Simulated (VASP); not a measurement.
# Fe (Im-3m) in VASP: further runs

Fe is run at these levels: PBE, PBEsol, RPBE+D4; tasks: single point.

Program: VASP 6.6.1. These are calculated values, not measurements. Logs are shortened: lines on timing, memory, paths and dates and some standing lists are left out, and cuts for length are marked.

### Step 1. The cell of the first run

Symmetry: Im-3m, No. 229, cubic system. The conventional cell has a = 2.886 Å, b = 2.886 Å, c = 2.886 Å, α = 90.00°, β = 90.00°, γ = 90.00°. Within 3.3 Å of Fe (site symmetry m-3m) lie 14 Fe at 2.50 to 2.89 Å.

### Step 2. Single point, PBE, collinear spin, ferromagnetic start

INCAR

```
SYSTEM = Fe
ALGO     = Normal         ! electronic algorithm
EDIFF    = 1E-6           ! SCF threshold, eV
ENCUT    = 600            ! plane-wave cutoff, eV
GGA      = PE             ! functional
GGA_COMPAT= .FALSE.      
ISIF     = 2              ! what is computed and relaxed
ISMEAR   = -1             ! smearing method
ISPIN    = 2              ! spin polarisation
LASPH    = .TRUE.         ! aspherical terms in the spheres
LCHARG   = .FALSE.        ! write CHGCAR
LMAXMIX  = 4              ! l up to which the mixer works
LORBIT   = 11             ! projections on sites
LREAL    = .FALSE.        ! projectors in reciprocal space
LWAVE    = .FALSE.        ! write WAVECAR
MAGMOM   = 0.8            ! initial moments
NBANDS   = 18             ! bands
NELM     = 200            ! most SCF steps
NUPDOWN  = 0.8            ! fixed moment
PREC     = Accurate       ! precision mode
SIGMA    = 0.05           ! smearing width, eV
```

KPOINTS

```
k-points
0
G
  11 11 11
  0 0 0
```

POSCAR

```
Fe
1.0
   -1.4430000000      1.4430000000      1.4430000000
    1.4430000000     -1.4430000000      1.4430000000
    1.4430000000      1.4430000000     -1.4430000000
Fe
1
Direct
    0.0000000000      0.0000000000      0.0000000000
```

Potentials or basis: VASP PAW PBE potentials, release 64 (Fe_sv).

The run is started by

```bash
> cat potpaw_PBE.64/Fe_sv/POTCAR > POTCAR
> mpirun -np 1 vasp_std > vasp.out
```

OUTCAR:

```text
SYSTEM = Fe
   EDIFF = 1E-6
   ENCUT = 600
   GGA = PE
   ISIF = 2
   ISMEAR = -1
   ISPIN = 2
   LASPH = .TRUE.
   LORBIT = 11
   LREAL = .FALSE.
   NELM = 200
   NUPDOWN = 0.8
   PREC = Accurate

 ion  position               nearest neighbor table
   1  0.000  0.000  0.000-

  LATTYP: Found a body centered cubic cell.
 ALAT       =     2.8860000000

  Lattice vectors:

 A1 = (  -1.4430000000,   1.4430000000,   1.4430000000)
 A2 = (   1.4430000000,  -1.4430000000,   1.4430000000)
 A3 = (   1.4430000000,   1.4430000000,  -1.4430000000)

Analysis of symmetry for initial positions (statically):
=====================================================================
 Subroutine PRICEL returns:
 Original cell was already a primitive cell.

 Routine SETGRP: Setting up the symmetry group for a
 body centered cubic supercell.

 Subroutine GETGRP returns: Found 48 space group operations
 (whereof 48 operations were pure point group operations)
 out of a pool of 48 trial point group operations.

The static configuration has the point symmetry O_h .

Analysis of symmetry for dynamics (positions and initial velocities):
=====================================================================
 Subroutine PRICEL returns:
 Original cell was already a primitive cell.

 Routine SETGRP: Setting up the symmetry group for a
 body centered cubic supercell.

 Subroutine GETGRP returns: Found 48 space group operations
 (whereof 48 operations were pure point group operations)
 out of a pool of 48 trial point group operations.

The dynamic configuration has the point symmetry O_h .

Analysis of structural, dynamic, and magnetic symmetry:
=====================================================================
 Subroutine PRICEL returns:
 Original cell was already a primitive cell.

 Routine SETGRP: Setting up the symmetry group for a
 body centered cubic supercell.

 Subroutine GETGRP returns: Found 48 space group operations
 (whereof 48 operations were pure point group operations)
 out of a pool of 48 trial point group operations.

The overall configuration has the point symmetry O_h .

 Subroutine INISYM returns: Found 48 space group operations
 (whereof 48 operations are pure point group operations),
 and found     1 'primitive' translations

----------------------------------------------------------------------------------------

                                     Primitive cell

  volume of cell :      12.0187
[... 92 lines left out ...]
   NFREE  =      0    steps in history (QN), initial steepest desc. (CG)
   ISIF   =      2    stress and relaxation
   ISYM   =      2    0-nonsym 1-usesym 2-fastsym
   POTIM  = 0.5000    time-step for ionic-motion
   TEBEG  =    0.0;   TEEND  =   0.0 temperature during run
   PSTRESS=    0.0 pullay stress
   NELECT =      16.0000    total number of electrons
   NUPDOWN=       0.8000    fix difference up-down
   EMIN   =  10.00;   EMAX   =-10.00  energy-range for DOS
   EFERMI =   0.00;   METHOD = LEGACY
   ISMEAR =    -1;   SIGMA  =   0.05  broadening in eV -4-tet -1-fermi 0-gaus
   EFERMI_NEDOS =   21; number of points for ismear=-14 and -15
   IALGO  =     38    algorithm
   IMIX   =      4    mixing-type and parameters
     AMIX     =   0.40;   BMIX     =  1.00
     AMIX_MAG =   1.60;   BMIX_MAG =  1.00
  volume/ion in A,a.u.               =      12.02        81.11
  Fermi-wavevector in a.u.,A,eV,Ry     =   1.800923  3.403251 44.128101  3.243324
  Thomas-Fermi vector in A             =   2.861551
   LORBIT       =     11    0 simple, 1 ext, 2 COOP (PROOUT), +10 PAW based schemes
   GGA     = PE    functional components
   LHFCALC =     F    Hartree Fock is set to
   AEXX    =    0.0000 exact exchange contribution
   IVDW    =     0    specifies the selected vdW correction
   LEPSILON=     F    determine dielectric tensor
   LRPA    =     F    only Hartree local field effects (RPA)
 spin polarized calculation
  energy-cutoff  :      600.00
  volume of cell :       12.02
 maximum number of plane-waves:       414
   NGX =  9   NGY =  9   NGZ =  9

 number of electron      16.0000007 magnetization       0.8000001

 Free energy of the ion-electron system (eV)
  ---------------------------------------------------
  ext. energy  EPLUGINS =         0.00000000
  ---------------------------------------------------
  free energy    TOTEN  =        -7.90699124 eV

  energy without entropy =       -7.88520588  energy(sigma->0) =       -7.89609856

 E-fermi :  11.6520     XC(G=0): -13.3977

 val. band max:       11.6347238669   @ k =  -0.4545   0.4545   0.3636
 cond. band min:      10.9487297892   @ k =   0.2727   0.0000   0.0000
 fundamental gap:     -0.6859940777
 Fermi energy:        10.9377004232

 spin component 1

 k-point     1 :       0.0000    0.0000    0.0000
  band No.  band energies     occupation
      1     -76.2221      1.00000
      2     -42.0555      1.00000
      3     -42.0555      1.00000
      4     -42.0555      1.00000
      5       3.1305      1.00000
      6       9.6087      1.00000
[... 493 lines left out ...]
     17      50.2273      0.00000
     18      50.6065      0.00000

 [... further k-points ...]

 spin component 2

 k-point     1 :       0.0000    0.0000    0.0000
  band No.  band energies     occupation
      1     -75.1812      1.00000
      2     -41.0331      1.00000
      3     -41.0331      1.00000
      4     -41.0331      1.00000
      5       3.0822      1.00000
      6      10.0853      1.00000
[... 493 lines left out ...]
     17      50.0882      0.00000
     18      50.8084      0.00000

 [... further k-points ...]
[... 5 lines left out ...]
  --------------------------------------------------------------------------------------
  -------------------------------------------------------------------------------------
  Total       -2.0314461     -2.0314461     -2.0314461      0.0000000      0.0000000      0.0000000
  in kB     -270.8051340   -270.8051340   -270.8051340      0.0000000      0.0000000      0.0000000
  external PRESSURE =    -270.8051340 kB  Pullay stress =       0.0000000 kB

 VOLUME and BASIS-vectors are now :
 -----------------------------------------------------------------------------
  energy-cutoff  :      600.00
  volume of cell :       12.02
      direct lattice vectors                 reciprocal lattice vectors
    -1.443000000  1.443000000  1.443000000     0.000000000  0.346500347  0.346500347
     1.443000000 -1.443000000  1.443000000     0.346500347  0.000000000  0.346500347
     1.443000000  1.443000000 -1.443000000     0.346500347  0.346500347  0.000000000

 POSITION                                       TOTAL-FORCE (eV/Angst)
 -----------------------------------------------------------------------------------
      0.00000      0.00000      0.00000        -0.000000     -0.000000      0.000000
 -----------------------------------------------------------------------------------
    total drift:                                0.000000     -0.000000      0.000000

  FREE ENERGIE OF THE ION-ELECTRON SYSTEM (eV)
  ---------------------------------------------------
  free  energy   TOTEN  =        -7.9069912392 eV

  energy  without entropy=       -7.8852058761  energy(sigma->0) =       -7.89609856

 total charge

# of ion       s       p       d       tot
------------------------------------------
    1        2.175   6.024   5.510  13.708

 magnetization (x)

# of ion       s       p       d       tot
------------------------------------------
    1       -0.002  -0.010   0.868   0.856
```

OSZICAR:

```text
N       E                     dE             d eps       ncg     rms          rms(c)
DAV:   1     0.211072673796E+03    0.21107E+03   -0.91580E+03  4220   0.140E+03
DAV:   2    -0.824435830684E+00   -0.21190E+03   -0.19767E+03  4054   0.425E+02
DAV:   3    -0.920774100633E+01   -0.83833E+01   -0.82642E+01  4804   0.102E+02
DAV:   4    -0.932260535891E+01   -0.11486E+00   -0.11484E+00  4694   0.122E+01
DAV:   5    -0.932531039738E+01   -0.27050E-02   -0.27050E-02  4718   0.193E+00    0.112E+01
DAV:   6    -0.822881421351E+01    0.10965E+01   -0.34108E+00  4340   0.543E+01    0.848E+00
DAV:   7    -0.791844605557E+01    0.31037E+00   -0.64681E-01  4318   0.222E+01    0.237E+00
DAV:   8    -0.791088043411E+01    0.75656E-02   -0.13946E-02  4558   0.136E+00    0.103E+00
DAV:   9    -0.790727783382E+01    0.36026E-02   -0.21852E-03  5594   0.798E-01    0.305E-01
DAV:  10    -0.790696354699E+01    0.31429E-03   -0.96113E-04  4986   0.630E-01    0.801E-02
DAV:  11    -0.790699059335E+01   -0.27046E-04   -0.28191E-05  4614   0.741E-02    0.377E-02
DAV:  12    -0.790699123923E+01   -0.64588E-06   -0.41550E-06  4744   0.304E-02
   1 F= -.79069912E+01 E0= -.78960986E+01  d E =-.217854E-01  mag=     0.8000
```

stdout:

```text
POSCAR found type information on POSCAR Fe
 POSCAR found :  1 types and       1 ions
 scaLAPACK will be used
 LDA part: xc-table for (Slater+PW92), standard interpolation
 POSCAR, INCAR and KPOINTS ok, starting setup
 FFT: planning ... GRIDC
 FFT: planning ... GRID_SOFT
 FFT: planning ... GRID
 WAVECAR not read
 entering main loop
```

It used 30 s of CPU time on 1 thread of AMD EPYC 7R13 Processor (Zen 3), on a shared host.

Results:

- Free energy: -7.9070 eV
- Pressure: -27.1 GPa
- Net moment: 0.80 μB per cell
- Site moments: Fe +0.86 μB
- Valence electrons inside the program's atomic spheres: Fe 13.71

Caveat: the total moment is fixed, so each spin has its own Fermi level.

(Continued in part 2 of 2.)
